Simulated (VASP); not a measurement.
# MgSi (P4/mmm) in VASP: further runs

MgSi is run at these levels: r2SCAN; tasks: single point.

Everything below comes from runs of VASP 6.6.1. Logs are shortened: lines on timing, memory, paths and dates and some standing lists are left out, and cuts for length are marked.

## 1. The cell of the first run

Symmetry: P4/mmm, No. 123, tetragonal system. The conventional cell has a = 2.817 Å, b = 2.817 Å, c = 4.373 Å, α = 90.00°, β = 90.00°, γ = 90.00°. Mg (site symmetry 4/mmm) has 4 Mg at 2.82 Å and 8 Si at 2.96 Å within 3.7 Å. Si (site symmetry 4/mmm) has 4 Si at 2.82 Å and 8 Mg at 2.96 Å within 3.7 Å.

## 2. Single point, r2SCAN

File POSCAR:

```
MgSi
1.0
    2.8174465016      0.0000000000      0.0000000000
    0.0000000000      2.8174465016      0.0000000000
    0.0000000000      0.0000000000      4.3726209896
Mg Si
1 1
Direct
    0.0000000000      0.0000000000      0.0000000000
    0.5000000000      0.5000000000      0.5000000000
```

File INCAR.step1:

```
SYSTEM = MgSi
  PREC = Accurate
  ENCUT = 520
  ISMEAR = 0
  SIGMA = 0.15
  LREAL = .FALSE.
  LASPH = .TRUE.
  NELM = 60
  NBANDS = 10
  GGA = PE
  ALGO = Normal
  EDIFF = 1E-4
  LWAVE = .TRUE.
  LCHARG = .FALSE.
```

File INCAR.step2:

```
SYSTEM = MgSi
  PREC = Accurate
  ENCUT = 520
  EDIFF = 1E-6
  ISMEAR = 0
  SIGMA = 0.15
  LREAL = .FALSE.
  LASPH = .TRUE.
  NELM = 60
  ALGO = Normal
  ISIF = 2
  LWAVE = .FALSE.
  LCHARG = .TRUE.
  METAGGA = R2SCAN
  LMIXTAU = .TRUE.
  LELF = .TRUE.
  LVHAR = .TRUE.
  NBANDS = 10
  ISTART = 1
```

File KPOINTS:

```
regular mesh
0
G
  18 18 14
  0 0 0
```

Potentials or basis: VASP PAW PBE potentials, release 64 (Mg, Si).

Started as:

```
cat potpaw_PBE.64/Mg/POTCAR potpaw_PBE.64/Si/POTCAR > POTCAR
cp INCAR.step1 INCAR
mpirun -np 1 vasp_std > vasp.out
cp INCAR.step2 INCAR
mpirun -np 1 vasp_std > vasp.out
```

OUTCAR:

```text
SYSTEM = MgSi
   PREC = Accurate
   ENCUT = 520
   EDIFF = 1E-6
   ISMEAR = 0
   LREAL = .FALSE.
   LASPH = .TRUE.
   NELM = 60
   ISIF = 2
   METAGGA = R2SCAN
   ISTART = 1

 ion  position               nearest neighbor table
   1  0.000  0.000  0.000-   2 2.96   2 2.96   2 2.96   2 2.96   2 2.96   2 2.96   2 2.96   2 2.96

   2  0.500  0.500  0.500-   1 2.96   1 2.96   1 2.96   1 2.96   1 2.96   1 2.96   1 2.96   1 2.96

  LATTYP: Found a simple tetragonal cell.
 ALAT       =     2.8174465016
 C/A-ratio  =     1.5519801306

  Lattice vectors:

 A1 = (   2.8174465016,   0.0000000000,   0.0000000000)
 A2 = (   0.0000000000,   2.8174465016,   0.0000000000)
 A3 = (   0.0000000000,   0.0000000000,   4.3726209896)

Analysis of symmetry for initial positions (statically):
=====================================================================
 Subroutine PRICEL returns:
 Original cell was already a primitive cell.

 Routine SETGRP: Setting up the symmetry group for a
 simple tetragonal supercell.

 Subroutine GETGRP returns: Found 16 space group operations
 (whereof 16 operations were pure point group operations)
 out of a pool of 16 trial point group operations.

The static configuration has the point symmetry D_4h.

Analysis of symmetry for dynamics (positions and initial velocities):
=====================================================================
 Subroutine PRICEL returns:
 Original cell was already a primitive cell.

 Routine SETGRP: Setting up the symmetry group for a
 simple tetragonal supercell.

 Subroutine GETGRP returns: Found 16 space group operations
 (whereof 16 operations were pure point group operations)
 out of a pool of 16 trial point group operations.

The dynamic configuration has the point symmetry D_4h.

 Subroutine INISYM returns: Found 16 space group operations
 (whereof 16 operations are pure point group operations),
 and found     1 'primitive' translations

----------------------------------------------------------------------------------------

                                     Primitive cell

  volume of cell :      34.7099

  direct lattice vectors                    reciprocal lattice vectors
     2.817446502  0.000000000  0.000000000     0.354931318  0.000000000  0.000000000
     0.000000000  2.817446502  0.000000000     0.000000000  0.354931318  0.000000000
     0.000000000  0.000000000  4.372620990     0.000000000  0.000000000  0.228695787

  length of vectors
     2.817446502  2.817446502  4.372620990     0.354931318  0.354931318  0.228695787

  position of ions in fractional coordinates (direct lattice)
     0.000000000  0.000000000  0.000000000
     0.500000000  0.500000000  0.500000000

  ion indices of the primitive-cell ions
   primitive index   ion index
                 1           1
                 2           2

----------------------------------------------------------------------------------------

 KPOINTS: regular mesh

Automatic generation of k-mesh.
 Grid dimensions read from file:
 generate k-points for:   18   18   14

 Generating k-lattice:

  Cartesian coordinates                     Fractional coordinates (reciprocal lattice)
     0.019718407  0.000000000  0.000000000     0.055555556  0.000000000  0.000000000
     0.000000000  0.019718407  0.000000000     0.000000000  0.055555556  0.000000000
     0.000000000  0.000000000  0.016335413     0.000000000  0.000000000  0.071428571

  Length of vectors
     0.019718407  0.019718407  0.016335413

  Shift w.r.t. Gamma in fractional coordinates (k-lattice)
     0.000000000  0.000000000  0.000000000

 Subroutine IBZKPT returns following result:
 ===========================================

 Found    440 irreducible k-points:

 Following reciprocal coordinates:
            Coordinates               Weight
  0.000000  0.000000  0.000000      1.000000
  0.055556  0.000000  0.000000      4.000000
  0.111111  0.000000  0.000000      4.000000
  0.166667  0.000000  0.000000      4.000000
  0.222222  0.000000  0.000000      4.000000
  0.277778  0.000000  0.000000      4.000000
[... 16 lines left out ...]
  0.277778  0.111111  0.000000      8.000000
  0.333333  0.111111  0.000000      8.000000
 [... further k-points ...]
   k-points           NKPTS =    440   k-points in BZ     NKDIM =    440   number of bands    NBANDS=     10
   number of dos      NEDOS =    301   number of ions     NIONS =      2
   total plane-waves  NPLWV =  20736
   dimension x,y,z NGX =    24 NGY =   24 NGZ =   36
   dimension x,y,z NGXF=    48 NGYF=   48 NGZF=   72
   ions per type =               1   1
   NGX,Y,Z   is equivalent  to a cutoff of  14.16, 14.16, 13.69 a.u.
   NGXF,Y,Z  is equivalent  to a cutoff of  28.32, 28.32, 27.37 a.u.
 SYSTEM =  MgSi
   PREC   = accura    normal or accurate (medium, high low for compatibility)
   ISTART =      1    job   : 0-new  1-cont  2-samecut
   ICHARG =      0    charge: 1-file 2-atom 10-const
   ISPIN  =      1    spin polarized calculation?
   LNONCOLLINEAR =      F non collinear calculations
   LSORBIT =      F    spin-orbit coupling
   LASPH  =      T    aspherical Exc in radial PAW
   ENCUT  =  520.0 eV  38.22 Ry    6.18 a.u.   5.24  5.24  8.13*2*pi/ulx,y,z
   NELM   =     60;   NELMIN=  2; NELMDL=  0     # of ELM steps
   EDIFF  = 0.1E-05   stopping-criterion for ELM
   LREAL  =      F    real-space projection
   EDIFFG = 0.1E-04   stopping-criterion for IOM
   NSW    =      0    number of steps for IOM
   IBRION =     -1    ionic relax: 0-MD 1-quasi-New 2-CG
   NFREE  =      0    steps in history (QN), initial steepest desc. (CG)
   ISIF   =      2    stress and relaxation
   ISYM   =      2    0-nonsym 1-usesym 2-fastsym
   POTIM  = 0.5000    time-step for ionic-motion
   TEBEG  =    0.0;   TEEND  =   0.0 temperature during run
   PSTRESS=    0.0 pullay stress
   NELECT =       6.0000    total number of electrons
   NUPDOWN=      -1.0000    fix difference up-down
   EMIN   =  10.00;   EMAX   =-10.00  energy-range for DOS
   EFERMI =   0.00;   METHOD = LEGACY
   ISMEAR =     0;   SIGMA  =   0.15  broadening in eV -4-tet -1-fermi 0-gaus
   EFERMI_NEDOS =   21; number of points for ismear=-14 and -15
   IALGO  =     38    algorithm
   IMIX   =      4    mixing-type and parameters
     AMIX     =   0.40;   BMIX     =  1.00
     AMIX_MAG =   1.60;   BMIX_MAG =  1.00
  volume/ion in A,a.u.               =      17.35       117.12
  Fermi-wavevector in a.u.,A,eV,Ry     =   0.911957  1.723348 11.315488  0.831665
  Thomas-Fermi vector in A             =   2.036296
   LORBIT       =      0    0 simple, 1 ext, 2 COOP (PROOUT), +10 PAW based schemes
   METAGGA = R2SCAN    functional components
   LHFCALC =     F    Hartree Fock is set to
   AEXX    =    0.0000 exact exchange contribution
   IVDW    =     0    specifies the selected vdW correction
   LEPSILON=     F    determine dielectric tensor
   LRPA    =     F    only Hartree local field effects (RPA)
 non-spin polarized calculation
 Gauss-broadening in eV      SIGMA  =   0.15
  energy-cutoff  :      520.00
  volume of cell :       34.71
 maximum number of plane-waves:       964
 NGX is ok and might be reduce to    24
   NGX = 11   NGY = 11   NGZ = 17

 number of electron       6.0000000 magnetization

 Free energy of the ion-electron system (eV)
  ---------------------------------------------------
  ext. energy  EPLUGINS =         0.00000000
  ---------------------------------------------------
  free energy    TOTEN  =       -12.52291132 eV

  energy without entropy =      -12.51310819  energy(sigma->0) =      -12.51800975

 E-fermi :   6.2323     XC(G=0): -10.4979

 val. band max:        6.2322421477   @ k =   0.3333   0.0556   0.0000
 cond. band min:       6.2403112667   @ k =   0.2778   0.2778   0.0000
 fundamental gap:      0.0080691189
 Fermi energy:         6.2323198835

 k-point     1 :       0.0000    0.0000    0.0000
  band No.  band energies     occupation
      1      -5.8322      2.00000
      2       2.3300      2.00000
      3       4.0672      2.00000
      4      11.8502      0.00000
      5      11.8502      0.00000
      6      12.5703      0.00000
      7      16.6074      0.00000
      8      19.3617      0.00000
      9      19.9060      0.00000
     10      19.9060      0.00000

 k-point     2 :       0.0556    0.0000    0.0000
  band No.  band energies     occupation
      1      -5.7731      2.00000
      2       2.3836      2.00000
      3       4.1266      2.00000
      4      10.6050      0.00000
      5      11.8977      0.00000
      6      13.5010      0.00000
      7      17.0145      0.00000
      8      18.7851      0.00000
      9      18.8993      0.00000
     10      19.9621      0.00000

 k-point     3 :       0.1111    0.0000    0.0000
  band No.  band energies     occupation
      1      -5.5960      2.00000
      2       2.5437      2.00000
      3       4.3039      2.00000
      4       8.9737      0.00000
      5      12.0397      0.00000
      6      14.2709      0.00000
      7      17.1302      0.00000
      8      17.4396      0.00000
      9      18.6615      0.00000
     10      20.1297      0.00000

 k-point     4 :       0.1667    0.0000    0.0000
  band No.  band energies     occupation
      1      -5.3021      2.00000
      2       2.8091      2.00000
      3       4.5949      2.00000
      4       7.3481      0.00000
      5      12.2735      0.00000
      6      14.7914      0.00000
      7      15.4717      0.00000
      8      16.3704      0.00000
      9      20.2307      0.00000
     10      20.4071      0.00000

 k-point     5 :       0.2222    0.0000    0.0000
  band No.  band energies     occupation
      1      -4.8936      2.00000
      2       3.1765      2.00000
      3       4.9686      2.00000
      4       5.8137      1.99992
      5      12.5938      0.00000
      6      13.8917      0.00000
      7      14.8942      0.00000
      8      15.4862      0.00000
      9      20.7905      0.00000
     10      22.0804      0.00000

 k-point     6 :       0.2778    0.0000    0.0000
  band No.  band energies     occupation
      1      -4.3746      2.00000
      2       3.6395      2.00000
      3       4.2412      2.00000
      4       5.5756      2.00000
      5      12.4225      0.00000
      6      12.9903      0.00000
      7      13.7189      0.00000
      8      15.9199      0.00000
      9      21.2722      0.00000
     10      21.5966      0.00000
[... 183 lines left out ...]
 k-point    21 :       0.1667    0.1111    0.0000
  band No.  band energies     occupation
      1      -5.0667      2.00000
      2       3.0234      2.00000
      3       4.8289      2.00000
      4       7.4332      0.00000
      5       9.8493      0.00000
      6      15.6835      0.00000
      7      15.9589      0.00000
      8      17.6279      0.00000
      9      17.7706      0.00000
     10      19.6532      0.00000

 k-point    22 :       0.2222    0.1111    0.0000
  band No.  band energies     occupation
      1      -4.6587      2.00000
      2       3.3914      2.00000
      3       5.1994      2.00000
      4       5.9830      1.98127
      5      10.1173      0.00000
      6      14.1050      0.00000
      7      15.0033      0.00000
      8      17.9879      0.00000
      9      18.0384      0.00000
     10      20.1471      0.00000

 k-point    23 :       0.2778    0.1111    0.0000
  band No.  band energies     occupation
      1      -4.1404      2.00000
      2       3.8552      2.00000
      3       4.4408      2.00000
      4       5.8006      1.99995
      5      10.5311      0.00000
      6      12.6352      0.00000
      7      13.8373      0.00000
      8      18.3033      0.00000
      9      18.4448      0.00000
     10      19.2435      0.00000

 k-point    24 :       0.3333    0.1111    0.0000
  band No.  band energies     occupation
      1      -3.5201      2.00000
      2       3.0900      2.00000
      3       4.4008      2.00000
      4       6.3993      0.11547
      5      11.0321      0.00000
      6      11.3009      0.00000
      7      12.6524      0.00000
      8      17.7005      0.00000
      9      18.9805      0.00000
     10      19.1416      0.00000

 [... further k-points ...]

------------------------ aborting loop because EDIFF is reached ----------------------------------------

  FORCE on cell =-STRESS in cart. coord.  units (eV):
  Direction    XX          YY          ZZ          XY          YZ          ZX
  --------------------------------------------------------------------------------------
  -------------------------------------------------------------------------------------
  Total        0.1868204      0.1868204     -1.6919010      0.0000000      0.0000000      0.0000000
  in kB        8.6234611      8.6234611    -78.0966377      0.0000000      0.0000000      0.0000000
  external PRESSURE =     -20.2832385 kB  Pullay stress =       0.0000000 kB

 VOLUME and BASIS-vectors are now :
 -----------------------------------------------------------------------------
  energy-cutoff  :      520.00
  volume of cell :       34.71
      direct lattice vectors                 reciprocal lattice vectors
     2.817446502  0.000000000  0.000000000     0.354931318  0.000000000  0.000000000
     0.000000000  2.817446502  0.000000000     0.000000000  0.354931318  0.000000000
     0.000000000  0.000000000  4.372620990     0.000000000  0.000000000  0.228695787

 POSITION                                       TOTAL-FORCE (eV/Angst)
 -----------------------------------------------------------------------------------
      0.00000      0.00000      0.00000         0.000000      0.000000      0.000000
      1.40872      1.40872      2.18631         0.000000      0.000000      0.000000
 -----------------------------------------------------------------------------------
    total drift:                               -0.000000     -0.000000     -0.000000

  FREE ENERGIE OF THE ION-ELECTRON SYSTEM (eV)
  ---------------------------------------------------
  free  energy   TOTEN  =       -12.5229113230 eV

  energy  without entropy=      -12.5131081864  energy(sigma->0) =      -12.51800975
```

Run time: 4.7 min. Hardware: 1 thread of Intel Xeon Platinum 8259CL at 2.50GHz (Skylake/Cascade Lake), shared host; peak memory 0.3 GiB.

What came out:

* Free energy: -12.5229 eV
* Pressure: -2.0 GPa
* Band gap on the k mesh: zero (bands 3 and 4 overlap by 7.42 eV)

Stress tensor (GPa, compression positive):
```
 0.86  0.00  0.00
 0.00  0.86  0.00
 0.00  0.00 -7.81
```

Levels at points of the mesh, in eV from the Fermi level:
```
           k point  band 1  band 2  band 3  band 4  band 5  band 6  band 7  band 8
(0.00, 0.00, 0.00)  -12.06   -3.90   -2.17    5.62    5.62    6.34   10.38   13.13
(0.50, 0.00, 0.00)   -8.18   -6.13   -0.66    1.73    2.45    3.65    8.22   11.84
(0.50, 0.50, 0.00)   -3.90   -3.07   -3.07    1.10    2.81    5.50    5.50    6.00
(0.00, 0.00, 0.50)  -11.24   -7.78    5.92    5.96    5.96    7.01    7.42    9.73
(0.50, 0.00, 0.50)   -7.44   -5.40   -4.04   -1.50    8.66    8.90   10.10   11.86
(0.50, 0.50, 0.50)   -2.99   -2.49   -2.49   -0.31    1.54    1.54    1.77    6.20
```

Caveat: the stress differs along the axes, from -8 to 1 GPa; the PAW data sets were made with another functional, which shifts forces and pressure a little.

[end of part 1 of 2]
